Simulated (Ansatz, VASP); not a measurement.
## BN: VASP beside Ansatz

```
CELL_PARAMETERS angstrom
0.00000 1.80750 1.80750
1.80750 0.00000 1.80750
1.80750 1.80750 0.00000
ATOMIC_POSITIONS crystal
B 0.00000 0.00000 0.00000
N 0.75000 0.75000 0.75000
```

Alike in both runs: task single point; functional PBE; k mesh 7 × 7 × 7; no spin polarisation.

|  | VASP | Ansatz |
| --- | --- | --- |
| version | VASP 6.6.1 | Ansatz 0.2.0 |
| potentials or method | VASP PAW PBE potentials, release 64 (B, N), cutoff 600 eV | plane waves, PAW |
| occupations | gaussian, width 0.01 eV | fixed |
| valence electrons in the cell | 8 | 8 |

|  | VASP | Ansatz | Ansatz less VASP |
| --- | --- | --- | --- |
| gap on the k mesh at the Fermi level (eV) | 4.71 | 4.72 | +0.010 |
| pressure (GPa) | 3.0 | 3.1 | +0.04 |

The k mesh is coarse, so the values compare programs but aren't converged.
